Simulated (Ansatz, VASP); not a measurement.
## One calculation of SnSe, two programs

Contents of INCAR:

```
PREC = Accurate
ENCUT = 520
EDIFF = 1E-6
ISMEAR = 0
SIGMA = 0.1
LREAL = F
LASPH = T
NELM = 100
ALGO = Normal
ISIF = 2
LWAVE = F
LCHARG = F
GGA = PS
NBANDS = 28
```

Contents of KPOINTS:

```
Automatic mesh
0
Gamma
  10 10 8
```

File POSCAR:

```
SnSe
1.0
    4.4932490014      0.0000000000      0.0000000000
    0.0000000000      4.4932490014      0.0000000000
    0.0000000000      0.0000000000      5.6312376904
Sn Se
2 2
Direct
    0.0000000000      0.5000000000      0.2297269630
    0.5000000000      0.0000000000      0.7702730370
    0.0000000000      0.0000000000      0.0000000000
    0.5000000000      0.5000000000      0.0000000000
```

Input for Ansatz:

```yaml
crystal:
  lattice:
    - [4.4932490014, 0.0, 0.0]
    - [0.0, 4.4932490014, 0.0]
    - [0.0, 0.0, 5.6312376904]
  atoms:
    - { symbol: Sn, position: [0.0, 0.5, 0.229726963] }
    - { symbol: Sn, position: [0.5, 0.0, 0.770273037] }
    - { symbol: Se, position: [0.0, 0.0, 0.0] }
    - { symbol: Se, position: [0.5, 0.5, 0.0] }
basis:
  ecutwfc: 420
kpoints:
  mp_grid: { grid: [10, 10, 8] }
hamiltonian:
  xc: pbesol
scf:
  occupations: { method: gaussian, width: 0.1 }
output:
  forces: true
  stress: true
  eigenvalues: true
  write_density: true
  write_potential: true
  elf: true
  volumetric_format: npy
```

Alike in both runs: task single point; functional PBEsol; k mesh 10 × 10 × 8; occupations gaussian, width 0.1 eV; no spin polarisation.

```csv
,VASP,Ansatz
version,VASP 6.6.1,Ansatz 0.2.0
potentials or method,"VASP PAW PBE potentials, release 64 (Sn_d, Se), cutoff 520 eV","scalar-relativistic, plane waves, PAW"
valence electrons in the cell,40,60
```

```tsv
	VASP	Ansatz	Ansatz less VASP
gap on the k mesh at the Fermi level (eV)	none	none	-
pressure (GPa)	15.4	15.3	-0.11
traceless stress, the component that is largest in VASP (GPa)	-7.71	-7.63	+0.078
rms of the force components (eV/Å)	1.102	1.094	-0.0086
```

VASP's potentials were made for PBE, not for PBEsol. Atom by atom the forces differ by 0.009 eV/Å (rms over components). A gap of «none» marks a metal or a gap that the smearing closes. VASP's potentials hold 40 valence electrons a cell and Ansatz's 60, so a difference there can come from the potentials and not from the codes.
